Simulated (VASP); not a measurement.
# PbO (P6_3/mmc) in VASP: notebook, part 2 of 2

VASP 6.6.1.

### Step 4. Single point, LDA

Contents of INCAR:

```
SYSTEM = PbO
PREC     = Accurate       ! precision mode
ENCUT    = 520            ! plane-wave cutoff, eV
EDIFF    = 1E-7           ! SCF threshold, eV
ISMEAR   = 0              ! smearing method
SIGMA    = 0.05           ! smearing width, eV
LREAL    = .False.        ! projectors in reciprocal space
LASPH    = .True.         ! aspherical terms in the spheres
NELM     = 100            ! most SCF steps
ALGO     = Normal         ! electronic algorithm
ISIF     = 2              ! what is computed and relaxed
LWAVE    = .False.        ! write WAVECAR
LCHARG   = .False.        ! write CHGCAR
GGA      = CA             ! functional
NBANDS   = 28             ! bands
```

Contents of KPOINTS:

```
Automatic mesh
0
Gamma
  10 10 6
  0 0 0
```

Contents of POSCAR:

```
PbO
1.0
    3.6181561545      0.0000000000      0.0000000000
   -1.8090780772      3.1334151446      0.0000000000
    0.0000000000      0.0000000000      6.3515547832
Pb O
2 2
Direct
    0.3333333333      0.6666666667      0.2500000000
    0.6666666667      0.3333333333      0.7500000000
    0.0000000000      0.0000000000      0.0000000000
    0.0000000000      0.0000000000      0.5000000000
```

Potentials or basis: VASP PAW LDA potentials, release 64 (Pb_d, O).

On the command line:

```
> cat potpaw_LDA.64/Pb_d/POTCAR potpaw_LDA.64/O/POTCAR > POTCAR
> mpirun -np 1 vasp_std > vasp.out
```

OUTCAR:

```text
SYSTEM = PbO
   PREC = Accurate
   ENCUT = 520
   EDIFF = 1E-7
   ISMEAR = 0
   LREAL = .False.
   LASPH = .True.
   NELM = 100
   ISIF = 2
   GGA = CA

 ion  position               nearest neighbor table
   1  0.333  0.667  0.250-   3 2.62   4 2.62   3 2.62   4 2.62   3 2.62   4 2.62   2 3.80   2 3.80
                             2 3.80   2 3.80   2 3.80   2 3.80
   2  0.667  0.333  0.750-   3 2.62   4 2.62   3 2.62   4 2.62   3 2.62   4 2.62   1 3.80   1 3.80
                             1 3.80   1 3.80   1 3.80   1 3.80
   3  0.000  0.000  0.000-   1 2.62   2 2.62   1 2.62   2 2.62   2 2.62   1 2.62
   4  0.000  0.000  0.500-   1 2.62   2 2.62   1 2.62   2 2.62   2 2.62   1 2.62

  LATTYP: Found a hexagonal cell.
 ALAT       =     3.6181561545
 C/A-ratio  =     1.7554672911

  Lattice vectors:

 A1 = (   3.6181561545,   0.0000000000,   0.0000000000)
 A2 = (  -1.8090780772,   3.1334151446,   0.0000000000)
 A3 = (   0.0000000000,   0.0000000000,   6.3515547832)

Analysis of symmetry for initial positions (statically):
=====================================================================
 Subroutine PRICEL returns:
 Original cell was already a primitive cell.

 Routine SETGRP: Setting up the symmetry group for a
 hexagonal supercell.

 Subroutine GETGRP returns: Found 24 space group operations
 (whereof 12 operations were pure point group operations)
 out of a pool of 24 trial point group operations.

The static configuration has the point symmetry D_3d.
 The point group associated with its full space group is D_6h.

Analysis of symmetry for dynamics (positions and initial velocities):
=====================================================================
 Subroutine PRICEL returns:
 Original cell was already a primitive cell.

 Routine SETGRP: Setting up the symmetry group for a
 hexagonal supercell.

 Subroutine GETGRP returns: Found 24 space group operations
 (whereof 12 operations were pure point group operations)
 out of a pool of 24 trial point group operations.

The dynamic configuration has the point symmetry D_3d.
 The point group associated with its full space group is D_6h.

 Subroutine INISYM returns: Found 24 space group operations
 (whereof 12 operations are pure point group operations),
 and found     1 'primitive' translations

----------------------------------------------------------------------------------------

                                     Primitive cell

  volume of cell :      72.0088

  direct lattice vectors                    reciprocal lattice vectors
     3.618156154  0.000000000  0.000000000     0.276383870  0.159570302  0.000000000
    -1.809078077  3.133415145  0.000000000     0.000000000  0.319140603  0.000000000
     0.000000000  0.000000000  6.351554783     0.000000000  0.000000000  0.157441766

  length of vectors
     3.618156154  3.618156154  6.351554783     0.319140603  0.319140603  0.157441766

  position of ions in fractional coordinates (direct lattice)
     0.333333333  0.666666667  0.250000000
     0.666666667  0.333333333  0.750000000
     0.000000000  0.000000000  0.000000000
     0.000000000  0.000000000  0.500000000

[... 29 lines left out ...]
 ===========================================

 Found     56 irreducible k-points:

 Following reciprocal coordinates:
            Coordinates               Weight
  0.000000  0.000000  0.000000      1.000000
  0.100000  0.000000  0.000000      6.000000
  0.200000  0.000000  0.000000      6.000000
  0.300000  0.000000  0.000000      6.000000
  0.400000  0.000000  0.000000      6.000000
  0.500000  0.000000  0.000000      3.000000
[... 16 lines left out ...]
  0.300000  0.100000  0.166667     24.000000
  0.400000  0.100000  0.166667     24.000000
 [... further k-points ...]
   k-points           NKPTS =     56   k-points in BZ     NKDIM =     56   number of bands    NBANDS=     28
   number of dos      NEDOS =    301   number of ions     NIONS =      4
   total plane-waves  NPLWV =  37632
   dimension x,y,z NGX =    28 NGY =   28 NGZ =   48
   dimension x,y,z NGXF=    56 NGYF=   56 NGZF=   96
   ions per type =               2   2
   NGX,Y,Z   is equivalent  to a cutoff of  12.87, 12.87, 12.56 a.u.
   NGXF,Y,Z  is equivalent  to a cutoff of  25.73, 25.73, 25.13 a.u.
 SYSTEM =  PbO
   PREC   = accura    normal or accurate (medium, high low for compatibility)
   ISTART =      0    job   : 0-new  1-cont  2-samecut
   ICHARG =      2    charge: 1-file 2-atom 10-const
   ISPIN  =      1    spin polarized calculation?
   LNONCOLLINEAR =      F non collinear calculations
   LSORBIT =      F    spin-orbit coupling
   LASPH  =      T    aspherical Exc in radial PAW
   ENCUT  =  520.0 eV  38.22 Ry    6.18 a.u.   6.73  6.73 11.81*2*pi/ulx,y,z
   NELM   =    100;   NELMIN=  2; NELMDL= -5     # of ELM steps
   EDIFF  = 0.1E-06   stopping-criterion for ELM
   LREAL  =      F    real-space projection
   EDIFFG = 0.1E-05   stopping-criterion for IOM
   NSW    =      0    number of steps for IOM
   IBRION =     -1    ionic relax: 0-MD 1-quasi-New 2-CG
   NFREE  =      0    steps in history (QN), initial steepest desc. (CG)
   ISIF   =      2    stress and relaxation
   ISYM   =      2    0-nonsym 1-usesym 2-fastsym
   POTIM  = 0.5000    time-step for ionic-motion
   TEBEG  =    0.0;   TEEND  =   0.0 temperature during run
   PSTRESS=    0.0 pullay stress
   NELECT =      40.0000    total number of electrons
   NUPDOWN=      -1.0000    fix difference up-down
   EMIN   =  10.00;   EMAX   =-10.00  energy-range for DOS
   EFERMI =   0.00;   METHOD = LEGACY
   ISMEAR =     0;   SIGMA  =   0.05  broadening in eV -4-tet -1-fermi 0-gaus
   EFERMI_NEDOS =   21; number of points for ismear=-14 and -15
   IALGO  =     38    algorithm
   IMIX   =      4    mixing-type and parameters
     AMIX     =   0.40;   BMIX     =  1.00
     AMIX_MAG =   1.60;   BMIX_MAG =  1.00
  volume/ion in A,a.u.               =      18.00       121.48
  Fermi-wavevector in a.u.,A,eV,Ry     =   1.345756  2.543111 24.640965  1.811060
  Thomas-Fermi vector in A             =   2.473643
   LORBIT       =      0    0 simple, 1 ext, 2 COOP (PROOUT), +10 PAW based schemes
   GGA     = CA    functional components
   LHFCALC =     F    Hartree Fock is set to
   AEXX    =    0.0000 exact exchange contribution
   IVDW    =     0    specifies the selected vdW correction
   LEPSILON=     F    determine dielectric tensor
   LRPA    =     F    only Hartree local field effects (RPA)
 non-spin polarized calculation
 Gauss-broadening in eV      SIGMA  =   0.05
  energy-cutoff  :      520.00
  volume of cell :       72.01
 maximum number of plane-waves:      1963
 NGX is ok and might be reduce to    28
   NGX = 13   NGY = 13   NGZ = 23

 number of electron      39.9999993 magnetization

 Free energy of the ion-electron system (eV)
  ---------------------------------------------------
  ext. energy  EPLUGINS =         0.00000000
  ---------------------------------------------------
  free energy    TOTEN  =       -23.40317595 eV

  energy without entropy =      -23.40308514  energy(sigma->0) =      -23.40313055

 E-fermi :   6.1741     XC(G=0): -11.0329

 val. band max:        6.1207086272   @ k =   0.0000   0.0000   0.0000
 cond. band min:       6.2415678719   @ k =   0.5000   0.0000   0.1667
 fundamental gap:      0.1208592447
 Fermi energy:         6.1740815841

 k-point     1 :       0.0000    0.0000    0.0000
  band No.  band energies     occupation
      1     -11.2104      2.00000
      2     -10.4820      2.00000
      3     -10.2872      2.00000
      4     -10.2872      2.00000
      5     -10.2605      2.00000
      6     -10.2602      2.00000
[... 733 lines left out ...]
     27      15.5539      0.00000
     28      16.3767      0.00000

 [... further k-points ...]

------------------------ aborting loop because EDIFF is reached ----------------------------------------

  FORCE on cell =-STRESS in cart. coord.  units (eV):
  Direction    XX          YY          ZZ          XY          YZ          ZX
  --------------------------------------------------------------------------------------
  -------------------------------------------------------------------------------------
  Total       -3.2375261     -3.2375261     -3.4202262     -0.0000000      0.0000000      0.0000000
  in kB      -72.0341721    -72.0341721    -76.0992050     -0.0000000      0.0000000      0.0000000
  external PRESSURE =     -73.3891830 kB  Pullay stress =       0.0000000 kB

 VOLUME and BASIS-vectors are now :
 -----------------------------------------------------------------------------
  energy-cutoff  :      520.00
  volume of cell :       72.01
      direct lattice vectors                 reciprocal lattice vectors
     3.618156154  0.000000000  0.000000000     0.276383870  0.159570302  0.000000000
    -1.809078077  3.133415145  0.000000000     0.000000000  0.319140603  0.000000000
     0.000000000  0.000000000  6.351554783     0.000000000  0.000000000  0.157441766

 POSITION                                       TOTAL-FORCE (eV/Angst)
 -----------------------------------------------------------------------------------
     -0.00000      2.08894      1.58789        -0.000000     -0.000000      0.000000
      1.80908      1.04447      4.76367         0.000000      0.000000      0.000000
      0.00000      0.00000      0.00000         0.000000      0.000000      0.000000
      0.00000      0.00000      3.17578         0.000000      0.000000      0.000000
 -----------------------------------------------------------------------------------
    total drift:                               -0.000000      0.000000      0.000000

  FREE ENERGIE OF THE ION-ELECTRON SYSTEM (eV)
  ---------------------------------------------------
  free  energy   TOTEN  =       -23.4031759494 eV

  energy  without entropy=      -23.4030851446  energy(sigma->0) =      -23.40313055
```

Wall time 2 min (1 thread of Intel Xeon Platinum 8488C (Sapphire Rapids), shared host); peak memory 0.22 GiB.

What came out:

* Free energy: -23.4032 eV
* Pressure: -7.3 GPa
* Band gap on the k mesh: 0.12 eV (least direct gap 0.14 eV)

Caveat: the cell stands under tension; spin-orbit coupling is left out, which moves the levels of the heavy elements. A k mesh can miss the band edges.

### Step 5. Overview

```csv
level,potentials or basis,gap on the mesh (eV),pressure (GPa)
PBE,"VASP PAW PBE potentials, release 64 (Pb_d, O)",0.18,-0.1
PBEsol,"VASP PAW PBE potentials, release 64 (Pb_d, O)",0.12,-4.5
LDA,"VASP PAW LDA potentials, release 64 (Pb_d, O)",0.12,-7.3
```

Alike in all rows: task single point; no spin polarisation; cell as given; k mesh 10 × 10 × 6; cutoff (eV) 520; smearing gaussian 0.05 eV.

Caveats: spin-orbit coupling is left out, which moves the levels of the heavy elements; the cell stands under tension (at least some runs); the PAW data sets were made with another functional, which shifts forces and pressure a little (at least some runs).

Absolute energies hang on the potentials; compare differences alone.
